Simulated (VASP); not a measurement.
# Si16C16O (a cell with a defect) in VASP: further runs, part 2 of 2

VASP 6.6.1. Earlier steps stand in the parts before.

## Step 4: Single point, PBE

File INCAR:

```
ALGO = Normal ; EDIFF = 1E-6
ENCUT = 520 ; GGA = PE
GGA_COMPAT = F ; ISIF = 2
ISMEAR = -1 ; LASPH = T
LCHARG = F ; LREAL = Auto
LWAVE = F ; NBANDS = 89
NELM = 120 ; PREC = Accurate
SIGMA = 0.01
```

File KPOINTS:

```
k-points
0
Gamma
  1 1 1
```

File POSCAR:

```
Si16C16O
1.0
   -4.3797050000      4.3797050000     -4.3797050000
    4.3797050000      4.3797050000      4.3797050000
    4.3797050000     -4.3797050000     -4.3797050000
Si C O
16 16 1
Direct
   -0.0023898870     -0.0009895644      0.7482629538
   -0.0037092681      0.2443741074      0.4930325216
   -0.0580777701      0.4978301050      0.2394230890
   -0.0030295419      0.7490639210     -0.0007576994
    0.2437910773     -0.0028385473      0.4988137329
    0.2546807376      0.2416496088      0.2485332916
    0.2546132673      0.4977888922     -0.0161820260
    0.2491378986      0.7506634579      0.7468382003
    0.4967400772     -0.0037305024      0.2473763644
    0.4840220974      0.2429723006     -0.0081905060
    0.5002832383      0.4978874148      0.7421479301
    0.5104238756      0.7548544936      0.5051942996
    0.7442584603     -0.0009485799     -0.0005783495
    0.7470218885      0.2480072288      0.7492041131
    0.7472467895      0.4977748501      0.4986747966
    0.7393318728      0.7520096673      0.2464079202
   -0.0038960387      0.0025555374     -0.0001367672
   -0.0035695327      0.2445791440      0.7419307921
   -0.0000855080      0.4977593240      0.4939836131
   -0.0151625509      0.7580714911      0.2498033543
    0.2413575800     -0.0044921975      0.7460234194
    0.2476276370      0.2478169192      0.4960946000
    0.3026856832      0.4985080045      0.2455313771
    0.2488540895      0.7509025151     -0.0039335983
    0.4929149338     -0.0048752142      0.4967046867
    0.5013633338      0.2464384017      0.2496163554
    0.5012160636      0.4978262235     -0.0127320219
    0.4976119396      0.7482699177      0.7466952683
    0.7437417589     -0.0006253846      0.2477455673
    0.7228466301      0.2376576733     -0.0106615628
    0.7514935367      0.4987645287      0.7465111235
    0.7519358039      0.7487966655      0.5004742329
    0.1024789341      0.4914899519      0.1420288581
```

Potentials or basis: VASP PAW PBE potentials, release 64 (Si, C, O).

Run with:

```sh
cat potpaw_PBE.64/Si/POTCAR potpaw_PBE.64/C/POTCAR potpaw_PBE.64/O/POTCAR > POTCAR
mpirun -np 1 vasp_gam > vasp.out
```

OUTCAR:

```text
EDIFF = 1E-6
   ENCUT = 520
   GGA = PE
   ISIF = 2
   ISMEAR = -1
   LASPH = T
   LREAL = Auto
   NELM = 120
   PREC = Accurate

 ion  position               nearest neighbor table
   1  0.998  0.999  0.748-  21 1.86  32 1.88  18 1.88  17 1.90  10 3.01  12 3.02   5 3.07   7 3.09
                            14 3.09   8 3.10   6 3.10   2 3.10   4 3.10  15 3.10  16 3.11  13 3.12
   2  0.996  0.244  0.493-  29 1.88  18 1.89  22 1.89  19 1.91   7 3.04  16 3.05  13 3.06   5 3.06
                             9 3.09   1 3.10  15 3.11   6 3.12  11 3.12  14 3.13   8 3.14
   3  0.942  0.498  0.239-  33 1.63  19 1.83  20 1.86  30 1.86  15 2.83  16 2.84  10 2.84  14 3.06
                             4 3.07  13 3.11   5 3.12
   4  0.997  0.749  0.999-  31 1.89  20 1.91  24 1.91  17 1.92   6 3.05   3 3.07  11 3.08   5 3.09
                             9 3.10  15 3.10   1 3.10  14 3.10  13 3.11   8 3.13  16 3.13
   5  0.244  0.997  0.499-  21 1.89  20 1.89  22 1.90  25 1.90  10 3.05   8 3.06   2 3.06   6 3.07
                             1 3.07   4 3.09  11 3.10   3 3.12  14 3.12   9 3.12  16 3.13
   6  0.255  0.242  0.249-  26 1.86  23 1.87  22 1.88  17 1.89  10 3.01   9 3.02  15 3.05   4 3.05
                            11 3.06   5 3.07   1 3.10   2 3.12
   7  0.255  0.498  0.984-  27 1.86  23 1.89  24 1.91  18 1.91  33 1.92  10 3.00  16 3.01  11 3.02
[... 343 lines left out ...]
     78      13.4665      0.00000
     79      13.4729      0.00000
 [bands above 79 left out]

------------------------ aborting loop because EDIFF is reached ----------------------------------------

  FORCE on cell =-STRESS in cart. coord.  units (eV):
  Direction    XX          YY          ZZ          XY          YZ          ZX
  --------------------------------------------------------------------------------------
  -------------------------------------------------------------------------------------
  Total       14.9024035     14.5880084     14.8263270     -8.6047872     -8.8610723      8.4589794
  in kB       71.0513495     69.5523839     70.6886336    -41.0257139    -42.2476244     40.3305347
  external PRESSURE =      70.4307890 kB  Pullay stress =       0.0000000 kB

 VOLUME and BASIS-vectors are now :
 -----------------------------------------------------------------------------
  energy-cutoff  :      520.00
  volume of cell :      336.04
      direct lattice vectors                 reciprocal lattice vectors
    -4.379705000  4.379705000 -4.379705000     0.000000000  0.114162940 -0.114162940
     4.379705000  4.379705000  4.379705000     0.114162940  0.114162940  0.000000000
     4.379705000 -4.379705000 -4.379705000     0.114162940  0.000000000 -0.114162940

 POSITION                                       TOTAL-FORCE (eV/Angst)
 -----------------------------------------------------------------------------------
      3.28330      5.46744     -3.27104         0.024051      0.027689      0.042112
     -1.13384      3.27441     -5.45251         0.011295     -0.000457      0.041850
     -0.89639      5.25709     -2.99359         0.334723     -0.308187      0.326733
      3.29063      3.27073     -5.46214         0.029974      0.019902      0.044860
      5.48420      3.25035      1.11488         0.008510     -0.021359      0.057851
      1.03143      1.08528     -1.14557        -0.051280      0.023592     -0.023113
[... 25 lines left out ...]
      2.17818      4.38084     -2.20568        -0.007216     -0.000514      0.001496
      2.32580      1.97936      1.08171         0.247791     -0.234271     -1.148401
 -----------------------------------------------------------------------------------
    total drift:                                0.037985      0.033243     -0.062544

  FREE ENERGIE OF THE ION-ELECTRON SYSTEM (eV)
  ---------------------------------------------------
  free  energy   TOTEN  =      -241.6585731535 eV

  energy  without entropy=     -241.6585731535  energy(sigma->0) =     -241.65857315
```

Wall time 84 s (1 thread of Intel Xeon Platinum 8488C (Sapphire Rapids), shared host); peak memory 0.39 GiB.

What came out:

```
Free energy            : -241.6586 eV
Pressure               : 7.0 GPa
Largest force          : 1.198 eV/Å
Band gap on the k mesh : 1.13 eV
```

Forces on the atoms (eV/Å):
```
Si   0.024  0.028  0.042
Si   0.011  0.000  0.042
Si   0.335 -0.308  0.327
Si   0.030  0.020  0.045
Si   0.009 -0.021  0.058
Si  -0.051  0.024 -0.023
Si  -0.159  0.188  0.028
Si   0.021  0.023  0.040
Si  -0.009 -0.009  0.046
Si   0.006 -0.010  0.100
Si  -0.042  0.066  0.032
Si   0.001  0.067  0.008
Si   0.045  0.009  0.055
Si  -0.033 -0.042  0.097
Si   0.026  0.002  0.018
Si   0.042  0.013  0.099
C    0.018  0.002  0.025
C    0.127 -0.001  0.026
C   -0.021  0.003  0.004
C   -0.014 -0.065  0.084
C    0.001 -0.030  0.038
C   -0.005 -0.002  0.020
C   -0.339  0.327 -0.206
C   -0.043 -0.103 -0.008
C   -0.029 -0.048  0.046
C   -0.036  0.007 -0.007
C   -0.102  0.088  0.041
C   -0.025  0.006  0.026
C    0.016 -0.013  0.027
C    0.013  0.028  0.128
C   -0.058 -0.014 -0.110
C   -0.007 -0.001  0.001
O    0.248 -0.234 -1.148
```

Levels at points of the mesh, in eV from the valence-band top:
```tsv
k point	band 64	band 65	band 66	band 67	band 68	band 69	band 70	band 71
(0.00, 0.00, 0.00)	-0.53	-0.08	-0.01	0.00	1.13	1.67	2.27	4.18
```

Caveat: the k points lie up to 1.01 Å⁻¹ apart.

## Step 5: Single point, PBE

File INCAR:

```
ALGO = Normal
EDIFF = 1E-6
ENCUT = 520
GGA = PE
GGA_COMPAT = F
ISIF = 2
ISMEAR = -1
LASPH = T
LCHARG = F
LREAL = Auto
LWAVE = F
NBANDS = 89
NELM = 120
PREC = Accurate
SIGMA = 0.01
```

KPOINTS is that of step 4.

File POSCAR:

```
Si16C16O
1.0
   -4.3797050000      4.3797050000     -4.3797050000
    4.3797050000      4.3797050000      4.3797050000
    4.3797050000     -4.3797050000     -4.3797050000
Si C O
16 16 1
Direct
   -0.0020696599      0.0017057085      0.7449394423
   -0.0022439868      0.2534107891      0.4945873067
   -0.0573593427      0.4935837003      0.2441687283
   -0.0037895246      0.7467725566     -0.0091644300
    0.2495918104      0.0000436102      0.4975701560
    0.2541557023      0.2368083010      0.2442042329
    0.2529958068      0.5015746494     -0.0123111031
    0.2440107267      0.7523389132      0.7437871957
    0.5000673561     -0.0038574516      0.2441780896
    0.4850244480      0.2462506036     -0.0101897274
    0.4971673891      0.5009117052      0.7434573790
    0.5094926485      0.7579714844      0.5005640791
    0.7472167646      0.0029036202     -0.0063575058
    0.7443904327      0.2527114269      0.7444985450
    0.7393897534      0.5006330335      0.4986009332
    0.7469946035      0.7530023141      0.2441815145
   -0.0037469419     -0.0047072805     -0.0097591048
   -0.0041804185      0.2528250190      0.7470672111
   -0.0154189609      0.5044979057      0.5044945950
   -0.0001028608      0.7482016483      0.2441842544
    0.2423679220     -0.0001537775      0.7425679355
    0.2502769022      0.2491447483      0.4981560402
    0.2994457389      0.4989684237      0.2440898417
    0.2474143806      0.7499825902     -0.0058486816
    0.4974346446     -0.0000730643      0.4941764343
    0.5012434627      0.2417372860      0.2442072012
    0.5008631860      0.5038890747     -0.0063980337
    0.4927884412      0.7497568900      0.7410967177
    0.7512744580      0.0008540530      0.2441093635
    0.7243153363      0.2441552570     -0.0161957255
    0.7440167774      0.5015220203      0.7458800307
    0.7515181959      0.7545112057      0.4948119793
    0.1032257880      0.3941218644      0.2446196719
```

Potentials or basis: VASP PAW PBE potentials, release 64 (Si, C, O).

Run with:

```sh
cat potpaw_PBE.64/Si/POTCAR potpaw_PBE.64/C/POTCAR potpaw_PBE.64/O/POTCAR > POTCAR
mpirun -np 1 vasp_gam > vasp.out
```

OUTCAR:

```text
EDIFF = 1E-6
   ENCUT = 520
   GGA = PE
   ISIF = 2
   ISMEAR = -1
   LASPH = T
   LREAL = Auto
   NELM = 120
   PREC = Accurate

 ion  position               nearest neighbor table
   1  0.998  0.002  0.745-  21 1.87  32 1.88  17 1.88  18 1.91  10 3.02  12 3.03   8 3.07   5 3.09
                            13 3.09   6 3.10   7 3.10  16 3.10   4 3.10  15 3.10   2 3.11  14 3.13
   2  0.998  0.253  0.495-  29 1.90  22 1.92  19 1.92  18 1.92   7 3.05   3 3.06   9 3.08   8 3.09
                            11 3.09  16 3.10  13 3.10   1 3.11  14 3.12   5 3.13  15 3.13   6 3.14
   3  0.943  0.494  0.244-  33 1.63  20 1.83  19 1.86  30 1.86  16 2.83  10 2.84  15 2.84   2 3.06
                            13 3.06   8 3.12  14 3.12
   4  0.996  0.747  0.991-  31 1.88  17 1.89  24 1.89  20 1.91   6 3.04  15 3.05  14 3.06   8 3.07
                            11 3.09   1 3.10   7 3.11  16 3.11   9 3.12  13 3.13   5 3.14
   5  0.250  0.000  0.498-  21 1.88  22 1.89  25 1.89  20 1.91   6 3.04  10 3.05   8 3.06  14 3.06
                             1 3.09  11 3.10  12 3.11  16 3.11   9 3.12   2 3.13   4 3.14
   6  0.254  0.237  0.244-  26 1.86  23 1.90  22 1.91  17 1.91  33 1.91  15 3.01  10 3.01   9 3.01
                             4 3.04   5 3.04  11 3.10   1 3.10   2 3.14  13 3.14
   7  0.253  0.502  0.988-  27 1.86  23 1.87  24 1.88  18 1.89  10 3.02  11 3.03   2 3.05  16 3.06
                             9 3.06   8 3.07   1 3.10   4 3.11
   8  0.244  0.752  0.744-  21 1.88  19 1.89  24 1.90  28 1.90  10 3.06   5 3.06   7 3.07   4 3.07
                             1 3.07   2 3.09   9 3.10  13 3.12   3 3.12  11 3.13  15 3.13
   9  0.500  0.996  0.244-  26 1.86  25 1.89  24 1.89  29 1.89   6 3.01  16 3.04  12 3.06   7 3.06
                            13 3.08   2 3.08  14 3.10   8 3.10   4 3.12   5 3.12  10 3.13  15 3.13
  10  0.485  0.246  0.990-  30 1.84  21 1.86  26 1.91  27 1.91   3 2.84   6 3.01   1 3.02   7 3.02
                             5 3.05   8 3.06  11 3.10  14 3.13   9 3.13  13 3.13  16 3.14
  11  0.497  0.501  0.743-  31 1.86  27 1.88  22 1.88  28 1.90  15 3.02   7 3.03  14 3.07   4 3.09
                             2 3.09   6 3.10  12 3.10  16 3.10   5 3.10  10 3.10  13 3.11   8 3.13
  12  0.509  0.758  0.501-  32 1.86  23 1.87  25 1.88  28 1.89  15 3.02   1 3.03  13 3.05  16 3.06
                             9 3.06  14 3.07  11 3.10   5 3.11
  13  0.747  0.003  0.994-  29 1.90  17 1.92  30 1.92  28 1.92  12 3.05   3 3.06   9 3.08  14 3.09
                             1 3.09  16 3.10   2 3.10  11 3.11   8 3.12   4 3.13  10 3.13   6 3.14
  14  0.744  0.253  0.744-  31 1.88  30 1.89  25 1.90  18 1.90  15 3.06   4 3.06   5 3.06  12 3.07
                            11 3.07  13 3.09   9 3.10   2 3.12   3 3.12   1 3.13  10 3.13
  15  0.739  0.501  0.499-  19 1.84  31 1.86  26 1.90  32 1.91   3 2.84   6 3.01  11 3.02  12 3.02
                             4 3.05  14 3.06   1 3.10   8 3.13   9 3.13   2 3.13  16 3.14
  16  0.747  0.753  0.244-  29 1.87  27 1.89  32 1.89  20 1.93   3 2.83   9 3.04  12 3.06   7 3.06
                             2 3.10  13 3.10  11 3.10   1 3.10   4 3.11   5 3.11  10 3.14  15 3.14
  17  0.996  0.995  0.990-   1 1.88   4 1.89   6 1.91  13 1.92
  18  0.996  0.253  0.747-   7 1.89  14 1.90   1 1.91   2 1.92
  19  0.985  0.504  0.504-  15 1.84   3 1.86   8 1.89   2 1.92
  20  1.000  0.748  0.244-   3 1.83   5 1.91   4 1.91  16 1.93
  21  0.242  1.000  0.743-  10 1.86   1 1.87   5 1.88   8 1.88
  22  0.250  0.249  0.498-  11 1.88   5 1.89   6 1.91   2 1.92
[... 8 lines left out ...]
  31  0.744  0.502  0.746-  15 1.86  11 1.86   4 1.88  14 1.88
  32  0.752  0.755  0.495-  12 1.86   1 1.88  16 1.89  15 1.91
  33  0.103  0.394  0.245-  23 1.44   3 1.63   6 1.91

  LATTYP: Found a body centered cubic cell.
 ALAT       =     8.7594100000

  Lattice vectors:

 A1 = (  -4.3797050000,   4.3797050000,  -4.3797050000)
 A2 = (   4.3797050000,   4.3797050000,   4.3797050000)
 A3 = (   4.3797050000,  -4.3797050000,  -4.3797050000)

Analysis of symmetry for initial positions (statically):
=====================================================================
 Subroutine PRICEL returns:
 Original cell was already a primitive cell.

 Routine SETGRP: Setting up the symmetry group for a
 body centered cubic supercell.

 Subroutine GETGRP returns: Found  1 space group operations
 (whereof  1 operations were pure point group operations)
 out of a pool of 48 trial point group operations.

[... 149 lines left out ...]
   LASPH  =      T    aspherical Exc in radial PAW
   ENCUT  =  520.0 eV  38.22 Ry    6.18 a.u.  14.10 14.10 14.10*2*pi/ulx,y,z
   NELM   =    120;   NELMIN=  2; NELMDL= -5     # of ELM steps
   EDIFF  = 0.1E-05   stopping-criterion for ELM
   LREAL  =      T    real-space projection
   EDIFFG = 0.1E-04   stopping-criterion for IOM
   NSW    =      0    number of steps for IOM
   IBRION =     -1    ionic relax: 0-MD 1-quasi-New 2-CG
   NFREE  =      0    steps in history (QN), initial steepest desc. (CG)
   ISIF   =      2    stress and relaxation
   ISYM   =      2    0-nonsym 1-usesym 2-fastsym
   POTIM  = 0.5000    time-step for ionic-motion
   TEBEG  =    0.0;   TEEND  =   0.0 temperature during run
   PSTRESS=    0.0 pullay stress
   NELECT =     134.0000    total number of electrons
   NUPDOWN=      -1.0000    fix difference up-down
   EMIN   =  10.00;   EMAX   =-10.00  energy-range for DOS
   EFERMI =   0.00;   METHOD = LEGACY
   ISMEAR =    -1;   SIGMA  =   0.01  broadening in eV -4-tet -1-fermi 0-gaus
   EFERMI_NEDOS =   21; number of points for ismear=-14 and -15
   IALGO  =     38    algorithm
   IMIX   =      4    mixing-type and parameters
     AMIX     =   0.40;   BMIX     =  1.00
     AMIX_MAG =   1.60;   BMIX_MAG =  1.00
  volume/ion in A,a.u.               =      10.18        68.72
  Fermi-wavevector in a.u.,A,eV,Ry     =   1.204976  2.277074 19.755198  1.451966
  Thomas-Fermi vector in A             =   2.340685
   LORBIT       =      0    0 simple, 1 ext, 2 COOP (PROOUT), +10 PAW based schemes
   GGA     = PE    functional components
   LHFCALC =     F    Hartree Fock is set to
   AEXX    =    0.0000 exact exchange contribution
   IVDW    =     0    specifies the selected vdW correction
   LEPSILON=     F    determine dielectric tensor
   LRPA    =     F    only Hartree local field effects (RPA)
 non-spin polarized calculation
  energy-cutoff  :      520.00
  volume of cell :      336.04
 maximum number of plane-waves:      4475
   NGX = 29   NGY = 29   NGZ = 29

 number of electron     133.9999998 magnetization

 Free energy of the ion-electron system (eV)
  ---------------------------------------------------
  ext. energy  EPLUGINS =         0.00000000
  ---------------------------------------------------
  free energy    TOTEN  =      -241.58401164 eV

  energy without entropy =     -241.58401164  energy(sigma->0) =     -241.58401164

 E-fermi :   8.4255     XC(G=0): -11.3735

 val. band max:        8.1000093353   @ k =   0.0000   0.0000   0.0000
 cond. band min:       9.2205382251   @ k =   0.0000   0.0000   0.0000
 fundamental gap:      1.1205288899
 Fermi energy:         8.4255079663

 k-point     1 :       0.0000    0.0000    0.0000
  band No.  band energies     occupation
      1     -13.8100      2.00000
      2      -7.0408      2.00000
      3      -5.2645      2.00000
      4      -4.3898      2.00000
      5      -4.3598      2.00000
      6      -4.2795      2.00000
[... 71 lines left out ...]
     78      13.4771      0.00000
     79      13.4868      0.00000
 [bands above 79 left out]

------------------------ aborting loop because EDIFF is reached ----------------------------------------

  FORCE on cell =-STRESS in cart. coord.  units (eV):
  Direction    XX          YY          ZZ          XY          YZ          ZX
  --------------------------------------------------------------------------------------
  -------------------------------------------------------------------------------------
  Total       14.7693962     14.5076337     14.7813958     -8.5074719     -8.4993562      8.1604968
  in kB       70.4172002     69.1691749     70.4744116    -40.5617362    -40.5230424     38.9074359
  external PRESSURE =      70.0202622 kB  Pullay stress =       0.0000000 kB

 VOLUME and BASIS-vectors are now :
 -----------------------------------------------------------------------------
  energy-cutoff  :      520.00
  volume of cell :      336.04
      direct lattice vectors                 reciprocal lattice vectors
    -4.379705000  4.379705000 -4.379705000     0.000000000  0.114162940 -0.114162940
     4.379705000  4.379705000  4.379705000     0.114162940  0.114162940  0.000000000
     4.379705000 -4.379705000 -4.379705000     0.114162940  0.000000000 -0.114162940

 POSITION                                       TOTAL-FORCE (eV/Angst)
 -----------------------------------------------------------------------------------
     -1.10056      1.11550     -7.62579         0.050924     -0.033257      0.000084
     -1.09387      3.31359     -5.42616         0.076093     -0.107558     -0.031407
     -0.89735      5.22085     -3.03612         0.319048     -0.380742      0.325566
      3.24710      3.29418     -5.43203        -0.005863      0.002873      0.021884
      1.08626     -1.08588     -3.27216         0.025637      0.002282     -0.004930
      0.99357      1.08074     -1.14552        -0.145307      0.089895     -0.136239
[... 25 lines left out ...]
      2.18024      4.42883     -2.15402        -0.016224     -0.006061     -0.047150
      2.34540      1.10687      0.20268         0.335579      1.319617      0.345809
 -----------------------------------------------------------------------------------
    total drift:                                0.038153     -0.024672     -0.051108

  FREE ENERGIE OF THE ION-ELECTRON SYSTEM (eV)
  ---------------------------------------------------
  free  energy   TOTEN  =      -241.5840116352 eV

  energy  without entropy=     -241.5840116352  energy(sigma->0) =     -241.58401164
```

It took 73 s on 1 thread of Intel Xeon Platinum 8488C (Sapphire Rapids), shared host; peak memory 0.39 GiB.

Results:

```
Free energy            : -241.5840 eV
Pressure               : 7.0 GPa
Largest force          : 1.405 eV/Å
Band gap on the k mesh : 1.12 eV
```

Forces in eV/Å, atoms in the order of the input:
```
Si   0.051 -0.033  0.000
Si   0.076 -0.108 -0.031
Si   0.319 -0.381  0.326
Si  -0.006  0.003  0.022
Si   0.026  0.002 -0.005
Si  -0.145  0.090 -0.136
Si  -0.039  0.042  0.004
Si   0.014 -0.040  0.052
Si  -0.050  0.012 -0.047
Si   0.012 -0.095  0.036
Si  -0.002 -0.033  0.053
Si  -0.003  0.045 -0.038
Si  -0.032 -0.105  0.074
Si   0.051 -0.039  0.016
Si   0.036 -0.095  0.013
Si   0.009 -0.021  0.011
C    0.164 -0.032 -0.007
C    0.055 -0.061 -0.028
C   -0.013 -0.176  0.006
C   -0.063 -0.032 -0.075
C    0.010 -0.054  0.046
C   -0.012 -0.028  0.174
C   -0.506  0.176 -0.524
C   -0.025 -0.045 -0.030
C   -0.017 -0.044 -0.034
C   -0.146 -0.075 -0.144
C   -0.048 -0.006 -0.014
C   -0.018 -0.053  0.060
C   -0.065  0.096 -0.076
C    0.006 -0.163 -0.006
C    0.044 -0.059  0.006
C   -0.016 -0.006 -0.047
O    0.336  1.320  0.346
```

Levels at points of the mesh, in eV from the valence-band top:
| k point | band 63 | band 64 | band 65 | band 66 | band 67 | band 68 | band 69 | band 70 | band 71 | band 72 |
| --- | --- | --- | --- | --- | --- | --- | --- | --- | --- | --- |
| (0.00, 0.00, 0.00) | -0.55 | -0.53 | -0.09 | -0.02 | 0.00 | 1.12 | 1.64 | 2.27 | 4.15 | 4.34 |

Caveat: the k points lie up to 1.01 Å⁻¹ apart.
